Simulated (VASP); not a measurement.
Set up this calculation in VASP 6.6.1, as the native input.

| Item | Value |
| --- | --- |
| Task | single point |
| Functional | r2SCAN |
| Potentials or basis | VASP PAW PBE potentials, release 64 (Ni) |
| Cutoff | 520 eV |
| k mesh | 9 × 9 × 16 |
| Occupations | gaussian, width 0.1 eV |
| Spin | collinear spin, ferromagnetic start |
| Starting moments | [0.9, 0.9, 0.9] μB |
| Dipole correction | no |
| Further INCAR settings | ALGO = Normal; EDIFF = 1e-06; NBANDS = 26 |

Ni:

```
Ni
1.0
     4.00655    0.00000   -0.00136
    -2.00328    3.46978    0.00068
    -1.33625    0.00000    2.08235
Ni
3
Direct
  0.33333 0.66667 0.00000
  0.00000 0.00000 0.00000
  0.66667 0.33333 0.00000
```

These files were run (other wordings do the same):

POSCAR

```
Ni
1.0
    4.0065527749      0.0000000000     -0.0013610837
   -2.0032763875      3.4697766849      0.0006805419
   -1.3362520927      0.0000000000      2.0823453850
Ni
3
Direct
    0.3333333333      0.6666666667      0.0000000000
    0.0000000000      0.0000000000      0.0000000000
    0.6666666667      0.3333333333      0.0000000000
```

INCAR.step1

```
SYSTEM = Ni
PREC     = Accurate       ! precision mode
ENCUT    = 520            ! plane-wave cutoff, eV
ISMEAR   = 0              ! smearing method
SIGMA    = 0.1            ! smearing width, eV
LREAL    = .FALSE.        ! projectors in reciprocal space
LASPH    = .TRUE.         ! aspherical terms in the spheres
NELM     = 150            ! most SCF steps
ISPIN    = 2              ! spin polarisation
MAGMOM   = 0.9 0.9 0.9    ! initial moments
LMAXMIX  = 4              ! l up to which the mixer works
NBANDS   = 26             ! bands
GGA      = PE             ! functional
ALGO     = Normal         ! electronic algorithm
EDIFF    = 1E-4           ! SCF threshold, eV
LWAVE    = .TRUE.         ! write WAVECAR
LCHARG   = .FALSE.        ! write CHGCAR
```

INCAR.step2

```
SYSTEM = Ni
PREC     = Accurate       ! precision mode
ENCUT    = 520            ! plane-wave cutoff, eV
EDIFF    = 1E-6           ! SCF threshold, eV
ISMEAR   = 0              ! smearing method
SIGMA    = 0.1            ! smearing width, eV
LREAL    = .FALSE.        ! projectors in reciprocal space
LASPH    = .TRUE.         ! aspherical terms in the spheres
NELM     = 150            ! most SCF steps
ALGO     = Normal         ! electronic algorithm
ISIF     = 2              ! what is computed and relaxed
LWAVE    = .FALSE.        ! write WAVECAR
LCHARG   = .FALSE.        ! write CHGCAR
ISPIN    = 2              ! spin polarisation
MAGMOM   = 0.9 0.9 0.9    ! initial moments
LORBIT   = 11             ! projections on sites
LMAXMIX  = 4              ! l up to which the mixer works
METAGGA  = R2SCAN         ! meta-GGA
LMIXTAU  = .TRUE.       
NBANDS   = 26             ! bands
ISTART   = 1
```

KPOINTS

```
Automatic mesh
0
G
  9 9 16
  0 0 0
```

Potentials or basis: VASP PAW PBE potentials, release 64 (Ni).

Launch:

```console
$ cat potpaw_PBE.64/Ni/POTCAR > POTCAR
$ cp INCAR.step1 INCAR
$ mpirun -np 1 vasp_std > vasp.out
$ cp INCAR.step2 INCAR
$ mpirun -np 1 vasp_std > vasp.out
```

It gave:

* Pressure: 26.8 GPa
* Band gap on the k mesh: zero (filled and empty bands overlap)
* Net moment: 2.03 μB per cell
* Site moments: Ni +0.68 μB
* Valence electrons inside the program's atomic spheres: Ni 9.61

Caveat: the cell stands under pressure; the PAW data sets were made with another functional, which shifts forces and pressure a little.

Run time: 36 min on 1 thread of Oxide Virtual Turin-like Processor, with other jobs on the host, peak memory 0.41 GiB.
